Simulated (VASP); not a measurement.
A run of VASP 6.6.1 is set up as follows.

Contents of INCAR:

```
SYSTEM = W
PREC     = Accurate       ! precision mode
ENCUT    = 520            ! plane-wave cutoff, eV
EDIFF    = 1E-6           ! SCF threshold, eV
ISMEAR   = -1             ! smearing method
SIGMA    = 0.08           ! smearing width, eV
LREAL    = .FALSE.        ! projectors in reciprocal space
LASPH    = .TRUE.         ! aspherical terms in the spheres
NELM     = 80             ! most SCF steps
ALGO     = Normal         ! electronic algorithm
ISIF     = 2              ! what is computed and relaxed
LWAVE    = .FALSE.        ! write WAVECAR
LCHARG   = .FALSE.        ! write CHGCAR
GGA      = CA             ! functional
NBANDS   = 13             ! bands
```

Contents of KPOINTS:

```
Automatic mesh
0
G
  19 19 19
  0 0 0
```

POSCAR

```
W
1.0
   -1.5133235099      1.5133235099      1.5133235099
    1.5133235099     -1.5133235099      1.5133235099
    1.5133235099      1.5133235099     -1.5133235099
W
1
Direct
    0.0000000000      0.0000000000      0.0000000000
```

Potentials or basis: VASP PAW LDA potentials, release 64 (W_sv).

The run is started by

```sh
$ cat potpaw_LDA.64/W_sv/POTCAR > POTCAR
$ mpirun -np 1 vasp_std > vasp.out
```

(1) Estimate the band gap on the k mesh.

(2) Predict the pressure.

## Answers

(1) zero (band 7 reaches 19.15 eV, above the bottom of band 8 at 11.87 eV).

(2) 47.1 GPa.

Caveat: spin-orbit coupling is left out, which moves the levels of the heavy elements.
